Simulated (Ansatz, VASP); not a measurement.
BAs in VASP and in Ansatz

Contents of INCAR:

```
PREC = Accurate ; ENCUT = 520
EDIFF = 1E-8 ; ISMEAR = -1
SIGMA = 0.03 ; LREAL = F
LASPH = T ; NELM = 60
ALGO = Normal ; ISIF = 2
LWAVE = F ; LCHARG = F
GGA = PE ; LEFG = T
NBANDS = 11
```

The input KPOINTS:

```
regular mesh
0
Gamma
  10 10 10
```

Contents of POSCAR:

```
BAs
1.0
    0.0000000000      2.4096270000      2.4096270000
    2.4096270000      0.0000000000      2.4096270000
    2.4096270000      2.4096270000      0.0000000000
B As
1 1
Direct
    0.7500000000      0.7500000000      0.7500000000
    0.0000000000      0.0000000000      0.0000000000
```

Input for Ansatz:

```yaml
crystal:
  lattice:
    - [0.0, 2.409627, 2.409627]
    - [2.409627, 0.0, 2.409627]
    - [2.409627, 2.409627, 0.0]
  atoms:
    - { symbol: B, position: [0.75, 0.75, 0.75] }
    - { symbol: As, position: [0.0, 0.0, 0.0] }
kpoints:
  mp_grid: { grid: [10, 10, 10] }
  band_path:
    path:
      - [0.0, 0.0, 0.0]
      - [-0.5, -0.5, 0.0]
      - [-0.375, -0.375, 0.25]
      - [-0.375, 0.0, 0.375]
      - [0.0, 0.0, 0.0]
      - [0.0, 0.0, 0.5]
      - [-0.5, -0.25, 0.25]
      - [-0.5, -0.5, 0.0]
    npoints: 6
scf:
  occupations: { method: fermi_dirac, width: 0.03 }
hamiltonian:
  xc: pbe
  pseudopotentials: { kind: paw }
output:
  forces: true
  stress: true
  eigenvalues: true
  efg: { contact_densities: true }
  populations: true
```

Change from the starting cell: volume scaled by 1, PAW files.

Alike in both runs: task electric field gradients; functional PBE; k mesh 10 × 10 × 10; occupations fermi-dirac, width 0.03 eV; no spin polarisation.

|  | VASP | Ansatz |
| --- | --- | --- |
| version | VASP 6.6.1 | Ansatz 0.2.0 |
| potentials or method | VASP PAW PBE potentials, release 64 (B, As) | PAW with Ansatz's default frozen-core files, scalar-relativistic |
| plane-wave cutoff (eV) | 520 | 420 |
| valence electrons in the cell | 8 | 18 |

|  | VASP | Ansatz | Ansatz less VASP |
| --- | --- | --- | --- |
| gap on the k mesh at the Fermi level (eV) | 1.20 | 1.21 | +0.008 |
| pressure (GPa) | -0.2 | -0.8 | -0.58 |

VASP's potentials hold 8 valence electrons a cell and Ansatz's 18, so a difference there can come from the potentials and not from the codes.
